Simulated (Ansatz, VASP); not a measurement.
Sr in VASP and in Ansatz

Contents of INCAR:

```
SYSTEM = Sr
ALGO = Normal
EDIFF = 1E-6
ENCUT = 520
GGA = PS
ISIF = 2
ISMEAR = 0
LASPH = .True.
LCHARG = .False.
LREAL = .False.
LWAVE = .False.
NBANDS = 11
NELM = 100
PREC = Accurate
SIGMA = 0.03
```

KPOINTS

```
k-points
0
Gamma
  6 6 8
  0 0 0
```

The input POSCAR:

```
Sr
1.0
   10.6440391530      0.0000000000      0.0000000000
   -5.3220195765      9.2180083054      0.0000000000
    0.0000000000      0.0000000000      4.7111467403
Sr
1
Direct
    0.0000000000      0.0000000000      0.0000000000
```

Input for Ansatz:

```yaml
crystal:
  lattice:
    - [10.644039153, 0.0, 0.0]
    - [-5.3220195765, 9.2180083054, 0.0]
    - [0.0, 0.0, 4.7111467403]
  atoms:
    - { symbol: Sr, position: [0.0, 0.0, 0.0] }
basis:
  ecutwfc: 420
kpoints:
  mp_grid: { grid: [6, 6, 8] }
hamiltonian:
  xc: pbesol
scf:
  occupations: { method: gaussian, width: 0.03 }
output:
  forces: true
  stress: true
  eigenvalues: true
```

Alike in both runs: task single point; functional PBEsol; k mesh 6 × 6 × 8; occupations gaussian, width 0.03 eV; no spin polarisation.

|  | VASP | Ansatz |
| --- | --- | --- |
| version | VASP 6.6.1 | Ansatz 0.2.0 |
| potentials or method | VASP PAW PBE potentials, release 64 (Sr_sv), cutoff 520 eV | scalar-relativistic, plane waves, PAW |
| valence electrons in the cell | 10 | 10 |

```csv
,VASP,Ansatz,Ansatz less VASP
gap on the k mesh at the Fermi level (eV),0.45,0.44,-0.008
least direct gap on the mesh (eV),0.47,0.46,-0.008
pressure (GPa),-0.1,-0.1,0.00
"traceless stress, the component that is largest in VASP (GPa)",-0.10,-0.10,-0.002
```

VASP's potentials were made for PBE, not for PBEsol.
